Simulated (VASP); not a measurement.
Wanted: the native input for a VASP 6.6.1 run.

- Task: single point
- Functional: PBE
- Dispersion: D3(BJ)
- Potentials or basis: VASP PAW PBE potentials, release 64 (Ti_sv)
- Cutoff: 520 eV
- k mesh: 18 × 18 × 10
- Occupations: gaussian, width 0.1 eV
- Spin: no spin polarisation
- Dipole correction: no
- Further INCAR settings: ALGO = Fast; EDIFF = 1e-07; NBANDS = 19

The structure of Ti lies in POSCAR:

```
Ti
1.0
    2.8861771965      0.0000000000      0.0000000000
   -1.4430885982      2.4995027720      0.0000000000
    0.0000000000      0.0000000000      4.5739693188
Ti
2
Direct
    0.3333333333      0.6666666667      0.2500000000
    0.6666666667      0.3333333333      0.7500000000
```

The input as run:

INCAR

```
  PREC = Accurate
  ENCUT = 520
  EDIFF = 1E-7
  ISMEAR = 0
  SIGMA = 0.1
  LREAL = F
  LASPH = T
  NELM = 80
  ALGO = Fast
  ISIF = 2
  LWAVE = F
  LCHARG = T
  GGA = PE
  IVDW = 12
  LELF = T
  LVHAR = T
  NBANDS = 19
```

KPOINTS

```
regular mesh
0
Gamma
  18 18 10
```

Potentials or basis: VASP PAW PBE potentials, release 64 (Ti_sv).

The run is started by

```console
$ cat potpaw_PBE.64/Ti_sv/POTCAR > POTCAR
$ mpirun -np 1 vasp_std > vasp.out
```

It gave:

```
Pressure                   : -0.3 GPa
Band gap on the k mesh     : zero (band 12 reaches 9.69 eV, above the bottom of band 13 at 8.57 eV)
Dispersion energy per atom : -0.635 eV
```

Caveat: pairwise dispersion overbinds metals, which lowers pressure and volume.

Run time: 8.3 min on 1 thread of Intel(R) Xeon(R) Platinum 8175M CPU @ 2.50GHz (Skylake/Cascade Lake), with other jobs on the host, peak memory 0.25 GiB.
